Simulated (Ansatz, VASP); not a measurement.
# One calculation of Si3Sb2Te, two programs

```
Si Sb Te
1.0
     4.88018   -4.70441    0.00000
     4.88018    4.70441    0.00000
     0.00000    0.00000    5.13192
Si Sb Te
3 2 1
Direct
  0.00000 0.50000 0.50000
  0.50000 0.00000 0.50000
  0.00000 0.00000 0.00000
  0.35768 0.35768 0.50000
  0.64232 0.64232 0.50000
  0.00000 0.00000 0.50000
```

Alike in both runs: functional PBE; k mesh 3 × 3 × 4; occupations gaussian, width 0.2 eV; no spin polarisation.

Ansatz relaxed the structure, and its values are those at the end. VASP's run is a single point on that final structure, the one shown.

```csv
,VASP,Ansatz
version,VASP 6.6.1,Ansatz 0.2.0
potentials or method,"VASP PAW PBE potentials, release 64 (Si, Sb, Te), cutoff 500 eV","scalar-relativistic, plane waves, PAW"
valence electrons in the cell,28,58
```

VASP gave:

* gap on the k mesh at the Fermi level (eV): none
* pressure (GPa): 0.3
* rms of the force components (eV/Å): 0.006

Q: Which values does Ansatz return?

A: gap on the k mesh at the Fermi level (eV): none; pressure (GPa): 0.2; rms of the force components (eV/Å): 0.008.

A gap of «none» marks a metal or a gap that the smearing closes. The functional is the same, so the differences come from potentials, cutoffs and numerics. VASP's potentials hold 28 valence electrons a cell and Ansatz's 58, so a difference there can come from the potentials and not from the codes.

Spin-orbit coupling is off throughout.
